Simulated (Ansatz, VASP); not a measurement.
**One calculation of S, two programs**

```
S
1.0
     0.00000    1.99435    1.91458
     1.99435    0.00000    1.91458
     1.99435    1.99435    0.00000
S
1
Direct
  0.00000 0.00000 0.00000
```

Change from the starting cell: strain -0.0400 x Voigt [0, 0, 1, 0, 0, 0], atoms carried along.

Alike in both runs: task single point; functional PBEsol; k mesh 20 × 20 × 20; occupations gaussian, width 0.15 eV; no spin polarisation.

|  | VASP | Ansatz |
| --- | --- | --- |
| version | VASP 6.6.1 | Ansatz 0.2.0 |
| potentials or method | VASP PAW PBE potentials, release 64 (S), cutoff 520 eV | scalar-relativistic, plane waves, PAW |
| valence electrons in the cell | 6 | 6 |

Ansatz gave:

| Quantity | Value |
| --- | --- |
| gap on the k mesh at the Fermi level (eV) | none |
| pressure (GPa) | -1.9 |
| traceless stress, the component that is largest in VASP (GPa) | -2.33 |

Problem. Which values does VASP return?

Solution. gap on the k mesh at the Fermi level (eV): none; pressure (GPa): -1.8; traceless stress, the component that is largest in VASP (GPa): -2.32.

VASP's potentials were made for PBE, not for PBEsol. A gap of «none» marks a metal or a gap that the smearing closes.
